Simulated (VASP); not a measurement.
# TiO2 (I4_1/amd) in VASP: further runs, part 2 of 2

VASP 6.6.1.

## (5) Single point, PBEsol

INCAR reads:

```
SYSTEM = TiO2
PREC = Accurate ; ENCUT = 520
EDIFF = 1E-7 ; ISMEAR = 1
SIGMA = 0.2 ; LREAL = .False.
LASPH = .True. ; NELM = 60
ALGO = Normal ; ISIF = 2
LWAVE = .False. ; LCHARG = .False.
GGA = PS ; NBANDS = 33
```

KPOINTS reads:

```
Automatic mesh
0
Gamma
  6 6 6
  0 0 0
```

POSCAR reads:

```
TiO2
1.0
    2.6712058798     -2.6712807098     -0.0199768479
    2.6712058798      2.6712807098     -0.0199768479
   -2.6352899486      0.0000000000      4.8119333815
Ti O
2 4
Direct
    0.1250075032      0.8749924968      0.2500000000
    0.8749924968      0.1250075032      0.7500000000
    0.3322533869      0.0822599343      0.6645088159
    0.6677466131      0.9177400657      0.3354911841
    0.9177400657      0.6677466131      0.8354911841
    0.0822599343      0.3322533869      0.1645088159
```

Potentials or basis: VASP PAW PBE potentials, release 64 (Ti_sv, O).

The run is started by

```bash
$ cat potpaw_PBE.64/Ti_sv/POTCAR potpaw_PBE.64/O/POTCAR > POTCAR
$ mpirun -np 1 vasp_std > vasp.out
```

OUTCAR:

```text
SYSTEM = TiO2
   PREC = Accurate
   ENCUT = 520
   EDIFF = 1E-7
   ISMEAR = 1
   LREAL = .False.
   LASPH = .True.
   NELM = 60
   ISIF = 2
   GGA = PS

 ion  position               nearest neighbor table
   1  0.125  0.875  0.250-   4 1.93   6 1.93   6 1.93   4 1.93   3 1.99   5 1.99
   2  0.875  0.125  0.750-   5 1.93   3 1.93   5 1.93   3 1.93   6 1.99   4 1.99
   3  0.332  0.082  0.665-   2 1.93   2 1.93   1 1.99
   4  0.668  0.918  0.335-   1 1.93   1 1.93   2 1.99
   5  0.918  0.668  0.835-   2 1.93   2 1.93   1 1.99
   6  0.082  0.332  0.165-   1 1.93   1 1.93   2 1.99

  LATTYP: Found a body centered tetragonal cell.
 ALAT       =     3.7777613156
 C/A-ratio  =     2.5370004758

  Lattice vectors:

 A1 = (  -0.0359159312,  -2.6712807098,  -4.7919565336)
 A2 = (  -0.0359159312,   2.6712807098,  -4.7919565336)
 A3 = (   2.7071218110,   0.0000000000,   4.7719796857)

Analysis of symmetry for initial positions (statically):
=====================================================================
 Subroutine PRICEL returns:
 Original cell was already a primitive cell.

 Routine SETGRP: Setting up the symmetry group for a
 body centered tetragonal supercell.

 Subroutine GETGRP returns: Found  4 space group operations
 (whereof  2 operations were pure point group operations)
 out of a pool of 16 trial point group operations.

The static configuration has the point symmetry S_2 .
 The point group associated with its full space group is C_2h.

Analysis of symmetry for dynamics (positions and initial velocities):
=====================================================================
 Subroutine PRICEL returns:
 Original cell was already a primitive cell.

 Routine SETGRP: Setting up the symmetry group for a
 body centered tetragonal supercell.

 Subroutine GETGRP returns: Found  4 space group operations
[... 132 lines left out ...]
     AMIX_MAG =   1.60;   BMIX_MAG =  1.00
  volume/ion in A,a.u.               =      11.40        76.92
  Fermi-wavevector in a.u.,A,eV,Ry     =   1.454869  2.749304 28.798686  2.116644
  Thomas-Fermi vector in A             =   2.571970
   LORBIT       =      0    0 simple, 1 ext, 2 COOP (PROOUT), +10 PAW based schemes
   GGA     = PS    functional components
   LHFCALC =     F    Hartree Fock is set to
   AEXX    =    0.0000 exact exchange contribution
   IVDW    =     0    specifies the selected vdW correction
   LEPSILON=     F    determine dielectric tensor
   LRPA    =     F    only Hartree local field effects (RPA)
 non-spin polarized calculation
 Methfessel and Paxton  Order N= 1 SIGMA  =   0.20
  energy-cutoff  :      520.00
  volume of cell :       68.39
 maximum number of plane-waves:      1858
   NGX = 15   NGY = 15   NGZ = 21

 number of electron      47.9999995 magnetization

 Free energy of the ion-electron system (eV)
  ---------------------------------------------------
  ext. energy  EPLUGINS =         0.00000000
  ---------------------------------------------------
  free energy    TOTEN  =       -56.21475212 eV

  energy without entropy =      -56.22187699  energy(sigma->0) =      -56.21712708

 E-fermi :   3.2638     XC(G=0): -10.9949

 val. band max:        3.1941672675   @ k =   0.5000   0.5000   0.0000
 cond. band min:       5.3241502170   @ k =   0.0000   0.0000   0.0000
 fundamental gap:      2.1299829495
 Fermi energy:         3.2637912894

 k-point     1 :       0.0000    0.0000    0.0000
  band No.  band energies     occupation
      1     -52.8857      2.00000
      2     -52.8256      2.00000
      3     -29.4673      2.00000
      4     -29.2244      2.00000
      5     -29.2244      2.00000
      6     -29.1536      2.00000
[... 853 lines left out ...]
     32       9.4851      0.00000
     33       9.5300      0.00000

 [... further k-points ...]

------------------------ aborting loop because EDIFF is reached ----------------------------------------

  FORCE on cell =-STRESS in cart. coord.  units (eV):
  Direction    XX          YY          ZZ          XY          YZ          ZX
  --------------------------------------------------------------------------------------
  -------------------------------------------------------------------------------------
  Total       -0.3875453     -0.3876364     -0.3291524      0.0000000      0.0000000     -0.0001829
  in kB       -9.0790198     -9.0811535     -7.7110492      0.0000000      0.0000000     -0.0042852
  external PRESSURE =      -8.6237408 kB  Pullay stress =       0.0000000 kB

 VOLUME and BASIS-vectors are now :
 -----------------------------------------------------------------------------
  energy-cutoff  :      520.00
  volume of cell :       68.39
      direct lattice vectors                 reciprocal lattice vectors
     2.671205880 -2.671280710 -0.019976848     0.187951171 -0.187176135  0.102932812
     2.671205880  2.671280710 -0.019976848     0.187951171  0.187176135  0.102932812
    -2.635289949  0.000000000  4.811933382     0.001560567  0.000000000  0.208671332

 POSITION                                       TOTAL-FORCE (eV/Angst)
 -----------------------------------------------------------------------------------
      2.01238      2.00342      1.18301        -0.000000      0.000102     -0.000000
      0.69474     -2.00342      3.58897         0.000000     -0.000102     -0.000000
     -0.64392     -0.66780      3.18929        -0.000061      0.000063      0.002978
      3.35104      0.66780      1.58269         0.000061     -0.000063     -0.002978
      2.03340     -0.66780      3.98865         0.000061      0.000063     -0.002978
      0.67372      0.66780      0.78332        -0.000061     -0.000063      0.002978
 -----------------------------------------------------------------------------------
    total drift:                                0.000000      0.000000      0.000000

  FREE ENERGIE OF THE ION-ELECTRON SYSTEM (eV)
  ---------------------------------------------------
  free  energy   TOTEN  =       -56.2147521185 eV

  energy  without entropy=      -56.2218769893  energy(sigma->0) =      -56.21712708
```

OSZICAR:

```text
N       E                     dE             d eps       ncg     rms          rms(c)
DAV:   1     0.664084995173E+03    0.66408E+03   -0.24481E+04  4488   0.170E+03
DAV:   2     0.310166934874E+02   -0.63307E+03   -0.58726E+03  4917   0.514E+02
DAV:   3    -0.662092426050E+02   -0.97226E+02   -0.95512E+02  6149   0.190E+02
DAV:   4    -0.722563517545E+02   -0.60471E+01   -0.60339E+01  6855   0.447E+01
DAV:   5    -0.725303222549E+02   -0.27397E+00   -0.27394E+00  5700   0.709E+00    0.320E+01
DAV:   6    -0.564014198542E+02    0.16129E+02   -0.73741E+01  6343   0.874E+01    0.108E+01
DAV:   7    -0.564499617767E+02   -0.48542E-01   -0.14012E+01  5942   0.310E+01    0.955E+00
DAV:   8    -0.562356265531E+02    0.21434E+00   -0.64625E-01  6032   0.784E+00    0.545E+00
DAV:   9    -0.562419216200E+02   -0.62951E-02   -0.52157E-01  6452   0.728E+00    0.178E+00
DAV:  10    -0.562234795117E+02    0.18442E-01   -0.17987E-01  6372   0.475E+00    0.894E-01
DAV:  11    -0.562148512983E+02    0.86282E-02   -0.34120E-02  6091   0.116E+00    0.250E-01
DAV:  12    -0.562149358124E+02   -0.84514E-04   -0.26829E-03  5433   0.616E-01    0.130E-01
DAV:  13    -0.562147966979E+02    0.13911E-03   -0.90972E-04  6248   0.395E-01    0.529E-02
DAV:  14    -0.562147525555E+02    0.44142E-04   -0.13166E-04  6426   0.892E-02    0.126E-02
DAV:  15    -0.562147519248E+02    0.63069E-06   -0.11556E-05  6097   0.281E-02    0.683E-03
DAV:  16    -0.562147521203E+02   -0.19552E-06   -0.12649E-06  5610   0.845E-03    0.494E-03
DAV:  17    -0.562147521185E+02    0.17862E-08   -0.34941E-07  5034   0.659E-03
   1 F= -.56214752E+02 E0= -.56217127E+02  d E =0.712487E-02
```

Run time: 2.7 min. Hardware: 1 thread of Intel Xeon Platinum 8488C (Sapphire Rapids), shared host; peak memory 0.24 GiB.

Results:

- Free energy: -56.2148 eV
- Pressure: -0.9 GPa
- Band gap on the k mesh: 2.13 eV (least direct gap 2.42 eV)

Forces on the atoms (eV/Å):
```
Ti   0.000  0.000  0.000
Ti   0.000  0.000  0.000
O    0.000  0.000  0.003
O    0.000  0.000 -0.003
O    0.000  0.000 -0.003
O    0.000  0.000  0.003
```

Caveat: the PAW data sets were made with another functional, which shifts forces and pressure a little. A k mesh can miss the band edges.

## (6) Single point, PBEsol

INCAR reads:

```
PREC     = Accurate       # precision mode
ENCUT    = 520            # plane-wave cutoff, eV
EDIFF    = 1E-6           # SCF threshold, eV
ISMEAR   = 0              # smearing method
SIGMA    = 0.05           # smearing width, eV
LREAL    = F              # projectors in reciprocal space
LASPH    = T              # aspherical terms in the spheres
NELM     = 80             # most SCF steps
ALGO     = Normal         # electronic algorithm
ISIF     = 2              # what is computed and relaxed
LWAVE    = F              # write WAVECAR
LCHARG   = T              # write CHGCAR
GGA      = PS             # functional
LELF     = T              # ELF
LVHAR    = T            
NBANDS   = 33             # bands
```

KPOINTS reads:

```
Automatic mesh
0
Gamma
  6 6 6
```

POSCAR is that of step 5.

Potentials or basis: VASP PAW PBE potentials, release 64 (Ti_sv, O).

The run is started by

```bash
$ cat potpaw_PBE.64/Ti_sv/POTCAR potpaw_PBE.64/O/POTCAR > POTCAR
$ mpirun -np 1 vasp_std > vasp.out
```

OUTCAR:

```text
PREC = Accurate
   ENCUT = 520
   EDIFF = 1E-6
   ISMEAR = 0
   LREAL = F
   LASPH = T
   NELM = 80
   ISIF = 2
   GGA = PS

 ion  position               nearest neighbor table
   1  0.125  0.875  0.250-   4 1.93   6 1.93   6 1.93   4 1.93   3 1.99   5 1.99
   2  0.875  0.125  0.750-   5 1.93   3 1.93   5 1.93   3 1.93   6 1.99   4 1.99
   3  0.332  0.082  0.665-   2 1.93   2 1.93   1 1.99
   4  0.668  0.918  0.335-   1 1.93   1 1.93   2 1.99
   5  0.918  0.668  0.835-   2 1.93   2 1.93   1 1.99
   6  0.082  0.332  0.165-   1 1.93   1 1.93   2 1.99

  LATTYP: Found a body centered tetragonal cell.
 ALAT       =     3.7777613156
 C/A-ratio  =     2.5370004758

  Lattice vectors:

 A1 = (  -0.0359159312,  -2.6712807098,  -4.7919565336)
 A2 = (  -0.0359159312,   2.6712807098,  -4.7919565336)
 A3 = (   2.7071218110,   0.0000000000,   4.7719796857)

Analysis of symmetry for initial positions (statically):
=====================================================================
 Subroutine PRICEL returns:
 Original cell was already a primitive cell.

 Routine SETGRP: Setting up the symmetry group for a
 body centered tetragonal supercell.

 Subroutine GETGRP returns: Found  4 space group operations
 (whereof  2 operations were pure point group operations)
 out of a pool of 16 trial point group operations.

The static configuration has the point symmetry S_2 .
 The point group associated with its full space group is C_2h.

Analysis of symmetry for dynamics (positions and initial velocities):
=====================================================================
 Subroutine PRICEL returns:
 Original cell was already a primitive cell.

 Routine SETGRP: Setting up the symmetry group for a
 body centered tetragonal supercell.

 Subroutine GETGRP returns: Found  4 space group operations
 (whereof  2 operations were pure point group operations)
 out of a pool of 16 trial point group operations.

The dynamic configuration has the point symmetry S_2 .
 The point group associated with its full space group is C_2h.

 Subroutine INISYM returns: Found  4 space group operations
 (whereof  2 operations are pure point group operations),
 and found     1 'primitive' translations

----------------------------------------------------------------------------------------

                                     Primitive cell

  volume of cell :      68.3902

  direct lattice vectors                    reciprocal lattice vectors
     2.671205880 -2.671280710 -0.019976848     0.187951171 -0.187176135  0.102932812
     2.671205880  2.671280710 -0.019976848     0.187951171  0.187176135  0.102932812
    -2.635289949  0.000000000  4.811933382     0.001560567  0.000000000  0.208671332

  length of vectors
     3.777761316  3.777761316  5.486297110     0.284527173  0.284527173  0.208677167

  position of ions in fractional coordinates (direct lattice)
     0.125007503  0.874992497  0.250000000
     0.874992497  0.125007503  0.750000000
     0.332253387  0.082259934  0.664508816
     0.667746613  0.917740066  0.335491184
     0.917740066  0.667746613  0.835491184
     0.082259934  0.332253387  0.164508816
[... 33 lines left out ...]

 Found     68 irreducible k-points:

 Following reciprocal coordinates:
            Coordinates               Weight
  0.000000  0.000000  0.000000      1.000000
  0.166667  0.000000  0.000000      4.000000
 -0.000000 -0.166667  0.166667      4.000000
  0.333333  0.000000  0.000000      4.000000
 -0.000000 -0.333333  0.333333      4.000000
  0.500000  0.000000  0.000000      2.000000
[... 16 lines left out ...]
 -0.166667  0.166667  0.000000      2.000000
  0.166667  0.166667 -0.166667      2.000000
 [... further k-points ...]
   k-points           NKPTS =     68   k-points in BZ     NKDIM =     68   number of bands    NBANDS=     33
   number of dos      NEDOS =    301   number of ions     NIONS =      6
   total plane-waves  NPLWV =  32928
   dimension x,y,z NGX =    28 NGY =   28 NGZ =   42
   dimension x,y,z NGXF=    56 NGYF=   56 NGZF=   84
   ions per type =               2   4
   NGX,Y,Z   is equivalent  to a cutoff of  12.32, 12.32, 12.73 a.u.
   NGXF,Y,Z  is equivalent  to a cutoff of  24.64, 24.64, 25.45 a.u.
 SYSTEM =  unknown system
   PREC   = accura    normal or accurate (medium, high low for compatibility)
   ISTART =      0    job   : 0-new  1-cont  2-samecut
   ICHARG =      2    charge: 1-file 2-atom 10-const
   ISPIN  =      1    spin polarized calculation?
   LNONCOLLINEAR =      F non collinear calculations
   LSORBIT =      F    spin-orbit coupling
   LASPH  =      T    aspherical Exc in radial PAW
   ENCUT  =  520.0 eV  38.22 Ry    6.18 a.u.   7.02  7.02 10.20*2*pi/ulx,y,z
   NELM   =     80;   NELMIN=  2; NELMDL= -5     # of ELM steps
   EDIFF  = 0.1E-05   stopping-criterion for ELM
   LREAL  =      F    real-space projection
   EDIFFG = 0.1E-04   stopping-criterion for IOM
   NSW    =      0    number of steps for IOM
   IBRION =     -1    ionic relax: 0-MD 1-quasi-New 2-CG
   NFREE  =      0    steps in history (QN), initial steepest desc. (CG)
   ISIF   =      2    stress and relaxation
   ISYM   =      2    0-nonsym 1-usesym 2-fastsym
   POTIM  = 0.5000    time-step for ionic-motion
   TEBEG  =    0.0;   TEEND  =   0.0 temperature during run
   PSTRESS=    0.0 pullay stress
   NELECT =      48.0000    total number of electrons
   NUPDOWN=      -1.0000    fix difference up-down
   EMIN   =  10.00;   EMAX   =-10.00  energy-range for DOS
   EFERMI =   0.00;   METHOD = LEGACY
   ISMEAR =     0;   SIGMA  =   0.05  broadening in eV -4-tet -1-fermi 0-gaus
   EFERMI_NEDOS =   21; number of points for ismear=-14 and -15
   IALGO  =     38    algorithm
   IMIX   =      4    mixing-type and parameters
     AMIX     =   0.40;   BMIX     =  1.00
     AMIX_MAG =   1.60;   BMIX_MAG =  1.00
  volume/ion in A,a.u.               =      11.40        76.92
  Fermi-wavevector in a.u.,A,eV,Ry     =   1.454869  2.749304 28.798686  2.116644
  Thomas-Fermi vector in A             =   2.571970
   LORBIT       =      0    0 simple, 1 ext, 2 COOP (PROOUT), +10 PAW based schemes
   GGA     = PS    functional components
   LHFCALC =     F    Hartree Fock is set to
   AEXX    =    0.0000 exact exchange contribution
   IVDW    =     0    specifies the selected vdW correction
   LEPSILON=     F    determine dielectric tensor
   LRPA    =     F    only Hartree local field effects (RPA)
 non-spin polarized calculation
 Gauss-broadening in eV      SIGMA  =   0.05
  energy-cutoff  :      520.00
  volume of cell :       68.39
 maximum number of plane-waves:      1858
   NGX = 15   NGY = 15   NGZ = 21

 number of electron      47.9999995 magnetization

 Free energy of the ion-electron system (eV)
  ---------------------------------------------------
  ext. energy  EPLUGINS =         0.00000000
  ---------------------------------------------------
  free energy    TOTEN  =       -56.21797587 eV

  energy without entropy =      -56.21797587  energy(sigma->0) =      -56.21797587

 E-fermi :   3.4513     XC(G=0): -10.9949

 val. band max:        3.1945121189   @ k =   0.5000   0.5000   0.0000
 cond. band min:       5.3236078281   @ k =   0.0000   0.0000   0.0000
 fundamental gap:      2.1290957091
 Fermi energy:         3.4513243277

 k-point     1 :       0.0000    0.0000    0.0000
  band No.  band energies     occupation
      1     -52.8865      2.00000
      2     -52.8265      2.00000
      3     -29.4680      2.00000
      4     -29.2252      2.00000
      5     -29.2252      2.00000
      6     -29.1544      2.00000
[... 853 lines left out ...]
     32       9.4846      0.00000
     33       9.5308      0.00000

 [... further k-points ...]

------------------------ aborting loop because EDIFF is reached ----------------------------------------

  FORCE on cell =-STRESS in cart. coord.  units (eV):
  Direction    XX          YY          ZZ          XY          YZ          ZX
  --------------------------------------------------------------------------------------
  -------------------------------------------------------------------------------------
  Total       -0.3758010     -0.3758963     -0.3065183      0.0000000      0.0000000     -0.0001046
  in kB       -8.8038858     -8.8061196     -7.1807999      0.0000000      0.0000000     -0.0024494
  external PRESSURE =      -8.2636018 kB  Pullay stress =       0.0000000 kB

 VOLUME and BASIS-vectors are now :
 -----------------------------------------------------------------------------
  energy-cutoff  :      520.00
  volume of cell :       68.39
      direct lattice vectors                 reciprocal lattice vectors
     2.671205880 -2.671280710 -0.019976848     0.187951171 -0.187176135  0.102932812
     2.671205880  2.671280710 -0.019976848     0.187951171  0.187176135  0.102932812
    -2.635289949  0.000000000  4.811933382     0.001560567  0.000000000  0.208671332

 POSITION                                       TOTAL-FORCE (eV/Angst)
 -----------------------------------------------------------------------------------
      2.01238      2.00342      1.18301         0.000000      0.000098     -0.000000
      0.69474     -2.00342      3.58897        -0.000000     -0.000098     -0.000000
     -0.64392     -0.66780      3.18929        -0.000083      0.000060     -0.000255
      3.35104      0.66780      1.58269         0.000083     -0.000060      0.000255
      2.03340     -0.66780      3.98865         0.000083      0.000060      0.000255
      0.67372      0.66780      0.78332        -0.000083     -0.000060     -0.000255
 -----------------------------------------------------------------------------------
    total drift:                                0.000000      0.000000      0.000000

  FREE ENERGIE OF THE ION-ELECTRON SYSTEM (eV)
  ---------------------------------------------------
  free  energy   TOTEN  =       -56.2179758711 eV

  energy  without entropy=      -56.2179758711  energy(sigma->0) =      -56.21797587
```

It took 2.7 min on 1 thread of Intel Xeon Platinum 8488C (Sapphire Rapids), shared host; peak memory 0.24 GiB.

What came out:

```yaml
Free_energy: -56.2180 eV
Pressure: -0.8 GPa
Band_gap_on_the_k_mesh: 2.13 eV (least direct gap 2.42 eV)
```

Levels at points of the mesh, in eV from the valence-band top:
| k point | band 21 | band 22 | band 23 | band 24 | band 25 | band 26 | band 27 | band 28 |
| --- | --- | --- | --- | --- | --- | --- | --- | --- |
| (0.00, 0.00, 0.00) | -0.73 | -0.73 | -0.41 | -0.41 | 2.13 | 2.87 | 4.06 | 4.06 |
| (0.50, 0.00, 0.00) | -1.93 | -0.90 | -0.79 | -0.60 | 3.27 | 3.59 | 3.61 | 3.67 |
| (0.00, 0.50, 0.50) | -1.93 | -0.90 | -0.79 | -0.60 | 3.27 | 3.59 | 3.61 | 3.67 |
| (0.50, 0.50, 0.00) | -2.03 | -2.03 | 0.00 | 0.00 | 3.34 | 3.34 | 3.84 | 3.84 |
| (0.50, 0.50, 0.50) | -2.03 | -2.03 | 0.00 | 0.00 | 3.34 | 3.34 | 3.84 | 3.84 |
| (0.00, 0.00, 0.50) | -1.22 | -1.22 | -0.06 | -0.06 | 2.48 | 2.48 | 3.81 | 3.81 |

Caveat: the PAW data sets were made with another functional, which shifts forces and pressure a little. A k mesh can miss the band edges.

## (7) The runs side by side

```tsv
k mesh	smearing	gap on the mesh (eV)	pressure (GPa)
6 × 6 × 6	gaussian 0.01 eV	2.13	-0.8
6 × 6 × 6, shifted	gaussian 0.01 eV	2.17	-0.8
6 × 6 × 6	methfessel-paxton 0.2 eV	2.13	-0.9
6 × 6 × 6	gaussian 0.05 eV	2.13	-0.8
```

Alike in all rows: task single point; level PBEsol; potentials or basis VASP PAW PBE potentials, release 64 (Ti_sv, O); no spin polarisation; cell as given; cutoff (eV) 520.

Caveats: the PAW data sets were made with another functional, which shifts forces and pressure a little; a shifted mesh leaves out Γ, where band edges can lie (at least some runs).

Absolute energies hang on the potentials; compare differences alone.
